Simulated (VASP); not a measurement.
# MnPt2 (P-3m1) in VASP: further runs, part 2 of 2

VASP 6.6.1. Earlier steps stand in the parts before.

### 7 Single point, LDA, collinear spin, ferromagnetic start

This run uses another cell than the first one, of 16.33 Å³/atom.

INCAR

```
ALGO = Normal
EDIFF = 1E-6
ENCUT = 520
ISIF = 2
ISMEAR = -1
ISPIN = 2
LASPH = True
LCHARG = True
LELF = True
LMAXMIX = 4
LORBIT = 11
LREAL = False
LVHAR = True
LWAVE = False
MAGMOM = 0 0 4
NBANDS = 28
NELM = 150
PREC = Accurate
SIGMA = 0.05
```

KPOINTS

```
k-points
0
Gamma
  11 11 4
```

POSCAR

```
MnPt2
1.0
    2.9144658307      0.0000000000      0.0000000000
   -1.4572329154      2.5240014479      0.0000000000
    0.0000000000      0.0000000000      6.6606248409
Pt Mn
2 1
Direct
    0.6666666667      0.3333333333      0.3162060000
    0.3333333333      0.6666666667      0.6837940000
    0.0000000000      0.0000000000      0.0000000000
```

Potentials or basis: VASP PAW LDA potentials, release 64 (Pt, Mn_pv).

Started as:

```bash
> cat potpaw_LDA.64/Pt/POTCAR potpaw_LDA.64/Mn_pv/POTCAR > POTCAR
> mpirun -np 1 vasp_std > vasp.out
```

OUTCAR:

```text
EDIFF = 1E-6
   ENCUT = 520
   ISIF = 2
   ISMEAR = -1
   ISPIN = 2
   LASPH = True
   LORBIT = 11
   LREAL = False
   NELM = 150
   PREC = Accurate

 ion  position               nearest neighbor table
   1  0.667  0.333  0.316-   3 2.70   3 2.70   3 2.70   2 2.97   2 2.97   2 2.97
   2  0.333  0.667  0.684-   3 2.70   3 2.70   3 2.70   1 2.97   1 2.97   1 2.97
   3  0.000  0.000  0.000-   1 2.70   2 2.70   1 2.70   2 2.70   1 2.70   2 2.70

  LATTYP: Found a hexagonal cell.
 ALAT       =     2.9144658307
 C/A-ratio  =     2.2853672775

  Lattice vectors:

 A1 = (   2.9144658307,   0.0000000000,   0.0000000000)
 A2 = (  -1.4572329154,   2.5240014479,   0.0000000000)
 A3 = (   0.0000000000,   0.0000000000,   6.6606248409)

Analysis of symmetry for initial positions (statically):
=====================================================================
 Subroutine PRICEL returns:
 Original cell was already a primitive cell.

 Routine SETGRP: Setting up the symmetry group for a
 hexagonal supercell.

 Subroutine GETGRP returns: Found 12 space group operations
 (whereof 12 operations were pure point group operations)
 out of a pool of 24 trial point group operations.

The static configuration has the point symmetry D_3d.

Analysis of symmetry for dynamics (positions and initial velocities):
=====================================================================
 Subroutine PRICEL returns:
 Original cell was already a primitive cell.

 Routine SETGRP: Setting up the symmetry group for a
 hexagonal supercell.

 Subroutine GETGRP returns: Found 12 space group operations
 (whereof 12 operations were pure point group operations)
 out of a pool of 24 trial point group operations.

The dynamic configuration has the point symmetry D_3d.

Analysis of structural, dynamic, and magnetic symmetry:
=====================================================================
 Subroutine PRICEL returns:
 Original cell was already a primitive cell.

 Routine SETGRP: Setting up the symmetry group for a
 hexagonal supercell.

 Subroutine GETGRP returns: Found 12 space group operations
 (whereof 12 operations were pure point group operations)
 out of a pool of 24 trial point group operations.

The overall configuration has the point symmetry D_3d.

 Subroutine INISYM returns: Found 12 space group operations
 (whereof 12 operations are pure point group operations),
 and found     1 'primitive' translations

----------------------------------------------------------------------------------------

                                     Primitive cell

  volume of cell :      48.9963

  direct lattice vectors                    reciprocal lattice vectors
     2.914465831  0.000000000  0.000000000     0.343116049  0.198098143  0.000000000
    -1.457232915  2.524001448  0.000000000     0.000000000  0.396196286  0.000000000
     0.000000000  0.000000000  6.660624841     0.000000000  0.000000000  0.150136064

  length of vectors
     2.914465831  2.914465831  6.660624841     0.396196286  0.396196286  0.150136064

  position of ions in fractional coordinates (direct lattice)
     0.666666667  0.333333333  0.316206000
     0.333333333  0.666666667  0.683794000
[... 73 lines left out ...]
   ISPIN  =      2    spin polarized calculation?
   LNONCOLLINEAR =      F non collinear calculations
   LSORBIT =      F    spin-orbit coupling
   LASPH  =      T    aspherical Exc in radial PAW
   ENCUT  =  520.0 eV  38.22 Ry    6.18 a.u.   5.42  5.42 12.38*2*pi/ulx,y,z
   NELM   =    150;   NELMIN=  2; NELMDL= -5     # of ELM steps
   EDIFF  = 0.1E-05   stopping-criterion for ELM
   LREAL  =      F    real-space projection
   EDIFFG = 0.1E-04   stopping-criterion for IOM
   NSW    =      0    number of steps for IOM
   IBRION =     -1    ionic relax: 0-MD 1-quasi-New 2-CG
   NFREE  =      0    steps in history (QN), initial steepest desc. (CG)
   ISIF   =      2    stress and relaxation
   ISYM   =      2    0-nonsym 1-usesym 2-fastsym
   POTIM  = 0.5000    time-step for ionic-motion
   TEBEG  =    0.0;   TEEND  =   0.0 temperature during run
   PSTRESS=    0.0 pullay stress
   NELECT =      33.0000    total number of electrons
   NUPDOWN=      -1.0000    fix difference up-down
   EMIN   =  10.00;   EMAX   =-10.00  energy-range for DOS
   EFERMI =   0.00;   METHOD = LEGACY
   ISMEAR =    -1;   SIGMA  =   0.05  broadening in eV -4-tet -1-fermi 0-gaus
   EFERMI_NEDOS =   21; number of points for ismear=-14 and -15
   IALGO  =     38    algorithm
   IMIX   =      4    mixing-type and parameters
     AMIX     =   0.40;   BMIX     =  1.00
     AMIX_MAG =   1.60;   BMIX_MAG =  1.00
  volume/ion in A,a.u.               =      16.33       110.21
  Fermi-wavevector in a.u.,A,eV,Ry     =   1.435021  2.711797 28.018282  2.059286
  Thomas-Fermi vector in A             =   2.554366
   LORBIT       =     11    0 simple, 1 ext, 2 COOP (PROOUT), +10 PAW based schemes
   GGA     = CA    functional components
   LHFCALC =     F    Hartree Fock is set to
   AEXX    =    0.0000 exact exchange contribution
   IVDW    =     0    specifies the selected vdW correction
   LEPSILON=     F    determine dielectric tensor
   LRPA    =     F    only Hartree local field effects (RPA)
 spin polarized calculation
  energy-cutoff  :      520.00
  volume of cell :       49.00
 maximum number of plane-waves:      1361
 NGX is ok and might be reduce to    24
   NGX = 11   NGY = 11   NGZ = 25

 number of electron      33.0000017 magnetization       4.4748607

 Free energy of the ion-electron system (eV)
  ---------------------------------------------------
  ext. energy  EPLUGINS =         0.00000000
  ---------------------------------------------------
  free energy    TOTEN  =       -24.61719373 eV

  energy without entropy =      -24.59359977  energy(sigma->0) =      -24.60539675

 E-fermi :   8.4148     XC(G=0): -12.7775

 val. band max:        8.4057432254   @ k =   0.3636   0.0000   0.0000
 cond. band min:       8.4162618992   @ k =   0.0000   0.3636   0.2500
 fundamental gap:      0.0105186738
 Fermi energy:         8.4148096397

 spin component 1

 k-point     1 :       0.0000    0.0000    0.0000
  band No.  band energies     occupation
      1     -40.7323      1.00000
      2     -40.7276      1.00000
      3     -40.7276      1.00000
      4      -0.3529      1.00000
      5       1.9172      1.00000
      6       3.0306      1.00000
[... 733 lines left out ...]
     27      21.9787      0.00000
     28      23.3007      0.00000

 [... further k-points ...]

 spin component 2

 k-point     1 :       0.0000    0.0000    0.0000
  band No.  band energies     occupation
      1     -37.1243      1.00000
      2     -37.0453      1.00000
      3     -37.0453      1.00000
      4      -0.0835      1.00000
      5       2.0700      1.00000
      6       3.7324      1.00000
[... 733 lines left out ...]
     27      22.4648      0.00000
     28      23.7939      0.00000

 [... further k-points ...]

------------------------ aborting loop because EDIFF is reached ----------------------------------------

  FORCE on cell =-STRESS in cart. coord.  units (eV):
  Direction    XX          YY          ZZ          XY          YZ          ZX
  --------------------------------------------------------------------------------------
  -------------------------------------------------------------------------------------
  Total       -7.0673655     -7.0673655     -6.7574379      0.0000000     -0.0000000      0.0000000
  in kB     -231.1024732   -231.1024732   -220.9678589      0.0000000     -0.0000000      0.0000000
  external PRESSURE =    -227.7242684 kB  Pullay stress =       0.0000000 kB

 VOLUME and BASIS-vectors are now :
 -----------------------------------------------------------------------------
  energy-cutoff  :      520.00
  volume of cell :       49.00
      direct lattice vectors                 reciprocal lattice vectors
     2.914465831  0.000000000  0.000000000     0.343116049  0.198098143  0.000000000
    -1.457232915  2.524001448  0.000000000     0.000000000  0.396196286  0.000000000
     0.000000000  0.000000000  6.660624841     0.000000000  0.000000000  0.150136064

 POSITION                                       TOTAL-FORCE (eV/Angst)
 -----------------------------------------------------------------------------------
      1.45723      0.84133      2.10613        -0.000000      0.000000     -0.203758
     -0.00000      1.68267      4.55450        -0.000000     -0.000000      0.203758
      0.00000      0.00000      0.00000         0.000000      0.000000      0.000000
 -----------------------------------------------------------------------------------
    total drift:                                0.000000     -0.000000     -0.000000

  FREE ENERGIE OF THE ION-ELECTRON SYSTEM (eV)
  ---------------------------------------------------
  free  energy   TOTEN  =       -24.6171937297 eV

  energy  without entropy=      -24.5935997653  energy(sigma->0) =      -24.60539675

 total charge

# of ion       s       p       d       tot
------------------------------------------
    1        0.623   0.468   8.017   9.108
    2        0.623   0.468   8.017   9.108
    3        0.307   6.237   4.953  11.497
--------------------------------------------------
tot          1.554   7.172  20.988  29.714

 magnetization (x)

# of ion       s       p       d       tot
------------------------------------------
    1       -0.015   0.003   0.296   0.283
    2       -0.015   0.003   0.296   0.283
    3        0.013   0.020   3.673   3.705
--------------------------------------------------
tot         -0.017   0.025   4.264   4.272
```

OSZICAR:

```text
N       E                     dE             d eps       ncg     rms          rms(c)
DAV:   1     0.271054835094E+03    0.27105E+03   -0.16902E+04  6560   0.125E+03
DAV:   2    -0.144532408317E+02   -0.28551E+03   -0.26552E+03  6608   0.338E+02
DAV:   3    -0.263822396719E+02   -0.11929E+02   -0.11586E+02  7296   0.753E+01
DAV:   4    -0.265227691479E+02   -0.14053E+00   -0.14038E+00  7348   0.803E+00
DAV:   5    -0.265253148114E+02   -0.25457E-02   -0.25456E-02  7164   0.112E+00    0.175E+01
DAV:   6    -0.305517976331E+02   -0.40265E+01   -0.23979E+01  7128   0.469E+01    0.351E+01
DAV:   7    -0.245504883268E+02    0.60013E+01   -0.15491E+01  7768   0.516E+01    0.980E+00
DAV:   8    -0.245264233673E+02    0.24065E-01   -0.10850E+00  6912   0.695E+00    0.523E+00
DAV:   9    -0.246027769503E+02   -0.76354E-01   -0.15777E-01  7500   0.313E+00    0.295E+00
DAV:  10    -0.246146803266E+02   -0.11903E-01   -0.56913E-02  7448   0.208E+00    0.127E+00
DAV:  11    -0.246168193631E+02   -0.21390E-02   -0.17405E-02  7156   0.114E+00    0.410E-01
DAV:  12    -0.246171860275E+02   -0.36666E-03   -0.15479E-03  7036   0.255E-01    0.199E-01
DAV:  13    -0.246171837419E+02    0.22856E-05   -0.21236E-04  7288   0.146E-01    0.807E-02
DAV:  14    -0.246171959577E+02   -0.12216E-04   -0.32499E-05  7108   0.622E-02    0.253E-02
DAV:  15    -0.246171945957E+02    0.13620E-05   -0.33666E-06  5644   0.214E-02    0.118E-02
DAV:  16    -0.246171937297E+02    0.86600E-06   -0.25197E-06  4848   0.157E-02
   1 F= -.24617194E+02 E0= -.24605397E+02  d E =-.235940E-01  mag=     4.4746
```

Run time: 56 s. Hardware: 1 thread of Intel Xeon 6975P-C (Granite Rapids), shared host; peak memory 0.24 GiB.

What came out:

```yaml
Free_energy: -24.6172 eV
Pressure: -22.8 GPa
Largest_force: 0.204 eV/Å
Net_moment: 4.47 μB per cell
Site_moments: Pt +0.28; Mn +3.71 μB
Valence_electrons_inside_the_program's_atomic_spheres: Pt 9.11; Mn 11.50
```

Forces in eV/Å, atoms in the order of the input:
```
Pt   0.000  0.000 -0.204
Pt   0.000  0.000  0.204
Mn   0.000  0.000  0.000
```

Stress tensor (GPa, compression positive):
```
-23.11   0.00   0.00
  0.00 -23.11   0.00
  0.00   0.00 -22.10
```

Levels at points of the mesh, in eV from the Fermi level:
Spin up:
| k point | band 17 | band 18 | band 19 | band 20 | band 21 | band 22 |
| --- | --- | --- | --- | --- | --- | --- |
| (0.00, 0.00, 0.00) | -1.39 | -0.97 | -0.97 | -0.72 | -0.72 | 9.68 |
| (0.00, 0.00, 0.50) | -1.54 | -1.54 | -0.11 | -0.11 | 0.39 | 5.69 |
Spin down:
```
           k point  band 13  band 14  band 15  band 16  band 17  band 18
(0.00, 0.00, 0.00)    -1.70    -1.70    -0.81    -0.81     0.62     1.17
(0.00, 0.00, 0.50)    -1.42    -1.28    -1.28     0.21     0.71     1.21
```

Caveat: the cell stands under tension; spin-orbit coupling is left out, which moves the levels of the heavy elements.

### 8 Overview

| level | potentials or basis | spin | cell | k mesh | cutoff (eV) | smearing | gap on the mesh (eV) | pressure (GPa) | moment (μB) | largest force (eV/Å) |
| --- | --- | --- | --- | --- | --- | --- | --- | --- | --- | --- |
| PBE | VASP PAW PBE potentials, release 64 (Pt, Mn_pv) | collinear, ferromagnetic start | a = 2.858, b = 2.858, c = 6.533 Å, angles 90.0, 90.0, 120.0°, 3 atoms | 15 × 15 × 6 | 500 | fermi-dirac 0.1 eV | none | -1.0 | 4.43 | 0.03 |
| PBEsol | VASP PAW PBE potentials, release 64 (Pt, Mn_pv) | non-collinear, typed start, SOC | a = 2.858, b = 2.858, c = 6.533 Å, angles 90.0, 90.0, 120.0°, 3 atoms | 8 × 8 × 3 | 520 | fermi-dirac 0.05 eV | - | -10.0 | 4.32 | 0.06 |
| PBEsol | VASP PAW PBE potentials, release 64 (Pt, Mn_pv) | collinear, ferromagnetic start | a = 2.877, b = 2.877, c = 6.576 Å, angles 90.0, 90.0, 120.0°, 3 atoms | 11 × 11 × 4 | 520 | fermi-dirac 0.05 eV | none | -12.3 | 4.59 | - |
| LDA | VASP PAW LDA potentials, release 64 (Pt, Mn_pv) | collinear, ferromagnetic start | a = 2.896, b = 2.896, c = 6.618 Å, angles 90.0, 90.0, 120.0°, 3 atoms | 11 × 11 × 4 | 520 | fermi-dirac 0.05 eV | none | -20.8 | 4.39 | 0.17 |
| PBEsol | VASP PAW PBE potentials, release 64 (Pt, Mn_pv) | collinear, ferromagnetic start | a = 2.896, b = 2.896, c = 6.618 Å, angles 90.0, 90.0, 120.0°, 3 atoms | 11 × 11 × 4 | 520 | fermi-dirac 0.05 eV | none | -15.1 | 4.63 | 0.04 |
| LDA | VASP PAW LDA potentials, release 64 (Pt, Mn_pv) | collinear, ferromagnetic start | a = 2.914, b = 2.914, c = 6.661 Å, angles 90.0, 90.0, 120.0°, 3 atoms | 11 × 11 × 4 | 520 | fermi-dirac 0.05 eV | none | -22.8 | 4.47 | 0.20 |

Alike in all rows: task single point.

Caveats: spin-orbit coupling is left out, which moves the levels of the heavy elements (at least some runs); the cell stands under tension (at least some runs); the PAW data sets were made with another functional, which shifts forces and pressure a little (at least some runs).

Total energies depend on the potentials used, so only differences within one code and one set of settings carry meaning.
